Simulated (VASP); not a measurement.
Input of a VASP 6.6.1 run:

INCAR

```
SYSTEM = Mg
ALGO = Normal
EDIFF = 1E-6
ENCUT = 520
GGA = PE
ISIF = 2
ISMEAR = 0
LASPH = .True.
LCHARG = .False.
LREAL = .False.
LWAVE = .False.
NBANDS = 7
NELM = 100
PREC = Accurate
SIGMA = 0.1
```

The input KPOINTS:

```
k-points
0
Gamma
  16 16 16
  0 0 0
```

Contents of POSCAR:

```
Mg
1.0
    0.0000000000      2.2619243612      2.2619243612
    2.2619243612      0.0000000000      2.2619243612
    2.2619243612      2.2619243612      0.0000000000
Mg
1
Direct
    0.0000000000      0.0000000000      0.0000000000
```

Potentials or basis: VASP PAW PBE potentials, release 64 (Mg).

The run is started by

```sh
$ cat potpaw_PBE.64/Mg/POTCAR > POTCAR
$ mpirun -np 1 vasp_std > vasp.out
```

Estimate the pressure.

-0.2 GPa.

Estimate the band gap on the k mesh.

zero (bands 1 and 2 overlap by 2.73 eV).
